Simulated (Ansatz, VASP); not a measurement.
## InAs in VASP and in Ansatz

```
CELL_PARAMETERS angstrom
0.00000 3.01800 3.01800
3.01800 0.00000 3.01800
3.01800 3.01800 0.00000
ATOMIC_POSITIONS crystal
In 0.00000 0.00000 0.00000
As 0.75000 0.75000 0.75000
```

Alike in both runs: task single point; functional LDA; k mesh 12 × 12 × 12; occupations gaussian, width 0.02 eV; no spin polarisation.

|  | VASP | Ansatz |
| --- | --- | --- |
| version | VASP 6.6.1 | Ansatz 0.2.0 |
| potentials or method | VASP PAW LDA potentials, release 64 (In_d, As), cutoff 520 eV | scalar-relativistic, plane waves, PAW |
| valence electrons in the cell | 18 | 28 |

Ansatz gave:

```
gap on the k mesh at the Fermi level (eV) : none
pressure (GPa)                            : -0.3
```

Question: Estimate VASP's values.

Answer: gap on the k mesh at the Fermi level (eV): none; pressure (GPa): -0.2.

LDA's correlation is that of Perdew and Zunger in VASP and of Perdew and Wang (1992) in Ansatz. A gap of «none» marks a metal or a gap that the smearing closes. VASP's potentials hold 18 valence electrons a cell and Ansatz's 28, so a difference there can come from the potentials and not from the codes. Ansatz's warnings: stress scf threshold loose.
